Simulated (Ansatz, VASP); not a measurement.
Ti in VASP and in Ansatz

The input INCAR:

```
SYSTEM = Ti
  PREC = Accurate
  ENCUT = 520
  EDIFF = 1E-7
  ISMEAR = 0
  SIGMA = 0.15
  LREAL = .False.
  LASPH = .True.
  NELM = 60
  ALGO = Fast
  ISIF = 2
  LWAVE = .False.
  LCHARG = .False.
  GGA = PE
  NBANDS = 12
```

File KPOINTS:

```
regular mesh
0
Gamma
  22 22 22
  0 0 0
```

Contents of POSCAR:

```
Ti
1.0
   -1.6686681917      1.6686681917      1.5485240819
    1.6686681917     -1.6686681917      1.5485240819
    1.6686681917      1.6686681917     -1.5485240819
Ti
1
Direct
    0.0000000000      0.0000000000      0.0000000000
```

Input for Ansatz:

```yaml
crystal:
  lattice:
    - [-1.6686681917, 1.6686681917, 1.5485240819]
    - [1.6686681917, -1.6686681917, 1.5485240819]
    - [1.6686681917, 1.6686681917, -1.5485240819]
  atoms:
    - { symbol: Ti, position: [0.0, 0.0, 0.0] }
basis:
  ecutwfc: 520.0
kpoints:
  mp_grid: { grid: [22, 22, 22] }
hamiltonian:
  xc: pbe
  pseudopotentials: { kind: paw, azcp: { folder: soft_1 } }
scf:
  occupations: { method: gaussian, width: 0.15 }
output:
  forces: true
  stress: true
  eigenvalues: true
```

Alike in both runs: task single point; functional PBE; k mesh 22 × 22 × 22; occupations gaussian, width 0.15 eV; no spin polarisation.

|  | VASP | Ansatz |
| --- | --- | --- |
| version | VASP 6.6.1 | Ansatz 0.2.0 |
| potentials or method | VASP PAW PBE potentials, release 64 (Ti_sv), cutoff 520 eV | scalar-relativistic, plane waves, PAW |
| valence electrons in the cell | 12 | 12 |

```tsv
	VASP	Ansatz	Ansatz less VASP
gap on the k mesh at the Fermi level (eV)	none	none	-
pressure (GPa)	-0.1	0.2	+0.22
traceless stress, the component that is largest in VASP (GPa)	-1.48	-1.46	+0.014
```

A gap of «none» marks a metal or a gap that the smearing closes.
